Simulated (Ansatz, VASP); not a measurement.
**Two plane-wave programs on Re**

INCAR

```
  PREC = Accurate
  ENCUT = 600
  EDIFF = 1E-6
  ISMEAR = -1
  SIGMA = 0.1
  LREAL = F
  LASPH = T
  NELM = 100
  ALGO = Normal
  ISIF = 3
  LWAVE = F
  LCHARG = F
  GGA = PE
  IBRION = 2
  NSW = 60
  EDIFFG = -0.005
```

KPOINTS

```
regular mesh
0
Gamma
  18 18 18
```

POSCAR

```
Re
1.0
   -2.4103326608      2.4103326608      1.3256829634
    2.4103326608     -2.4103326608      1.3256829634
    2.4103326608      2.4103326608     -1.3256829634
Re
2
Direct
   -0.3750000000     -0.1250000000     -0.2500000000
    0.3750000000      0.1250000000      0.2500000000
```

Input for Ansatz:

```yaml
crystal:
  lattice:
    - [-2.4103326608, 2.4103326608, 1.3256829634]
    - [2.4103326608, -2.4103326608, 1.3256829634]
    - [2.4103326608, 2.4103326608, -1.3256829634]
  atoms:
    - { symbol: Re, position: [-0.375, -0.125, -0.25] }
    - { symbol: Re, position: [0.375, 0.125, 0.25] }
kpoints:
  mp_grid: { grid: [18, 18, 18] }
scf:
  occupations: { method: fermi_dirac, width: 0.1 }
hamiltonian:
  xc: pbe
  pseudopotentials: { kind: paw }
output:
  forces: true
  stress: true
relax:
  f_tol: 0.005
  max_steps: 40
  cell: {}
```

Alike in both runs: task relaxation of cell and atoms; functional PBE; k mesh 18 × 18 × 18; occupations fermi-dirac, width 0.1 eV; no spin polarisation.

|  | VASP | Ansatz |
| --- | --- | --- |
| version | VASP 6.6.1 | Ansatz 0.2.0 |
| potentials or method | VASP PAW PBE potentials, release 64 (Re) | PAW with Ansatz's default frozen-core files, scalar-relativistic |
| plane-wave cutoff (eV) | 600 | 420 |
| valence electrons in the cell | 14 | 30 |

|  | VASP | Ansatz | Ansatz less VASP |
| --- | --- | --- | --- |
| relaxed volume (Å³/atom) | 16.46 | 16.52 | +0.054 |
| relaxed cell length with the largest relative difference (Å) | 3.788 | 3.792 | +0.0044 |

VASP's potentials hold 14 valence electrons a cell and Ansatz's 30, so a difference there can come from the potentials and not from the codes.

Spin-orbit coupling is off throughout.
